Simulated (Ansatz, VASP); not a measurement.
## One calculation of Ba2SeS, two programs

Contents of INCAR:

```
SYSTEM = Ba2SeS
PREC = Accurate ; ENCUT = 520
EDIFF = 1E-7 ; ISMEAR = 0
SIGMA = 0.01 ; LREAL = .FALSE.
LASPH = .TRUE. ; NELM = 80
ALGO = Normal ; ISIF = 2
LWAVE = .FALSE. ; LCHARG = .TRUE.
GGA = PE ; LELF = .TRUE.
LVHAR = .TRUE. ; NBANDS = 24
```

Contents of KPOINTS:

```
Automatic mesh
0
G
  4 4 4
  0 0 0
```

Contents of POSCAR:

```
Ba2SeS
1.0
    4.7218014174      0.0000000000      0.0000000000
    0.0000000000      4.7218014174      0.0000000000
    0.0000000000      0.0000000000      6.6789868155
S Ba Se
1 2 1
Direct
    0.0000000000      0.0000000000      0.0000000000
    0.0000000000      0.0000000000      0.5000000000
    0.5000000000      0.5000000000      0.0000000000
    0.5000000000      0.5000000000      0.5000000000
```

Input for Ansatz:

```yaml
crystal:
  lattice:
    - [4.7218014174, 0.0, 0.0]
    - [0.0, 4.7218014174, 0.0]
    - [0.0, 0.0, 6.6789868155]
  atoms:
    - { symbol: S, position: [0.0, 0.0, 0.0] }
    - { symbol: Ba, position: [0.0, 0.0, 0.5] }
    - { symbol: Se, position: [0.5, 0.5, 0.5] }
    - { symbol: Ba, position: [0.5, 0.5, 0.0] }
kpoints:
  mp_grid: { grid: [4, 4, 4] }
hamiltonian:
  xc: pbe
scf:
  occupations: { method: fixed }
  n_extra_bands: 5
output:
  forces: true
  stress: true
  eigenvalues: true
```

Alike in both runs: task single point; functional PBE; k mesh 4 × 4 × 4; no spin polarisation.

|  | VASP | Ansatz |
| --- | --- | --- |
| version | VASP 6.6.1 | Ansatz 0.2.0 |
| potentials or method | VASP PAW PBE potentials, release 64 (S, Ba_sv, Se) | plane waves, PAW |
| plane-wave cutoff (eV) | 520 | 420 |
| occupations | gaussian, width 0.01 eV | fixed |
| valence electrons in the cell | 32 | 42 |

Ansatz gave:

| Property | Result |
| --- | --- |
| gap on the k mesh at the Fermi level (eV) | 2.18 |
| pressure (GPa) | -2.0 |

Q: Which values does VASP return?

A: gap on the k mesh at the Fermi level (eV): 2.10; pressure (GPa): -1.6.

VASP's potentials hold 32 valence electrons a cell and Ansatz's 42, so a difference there can come from the potentials and not from the codes.

Spin-orbit coupling is off throughout.
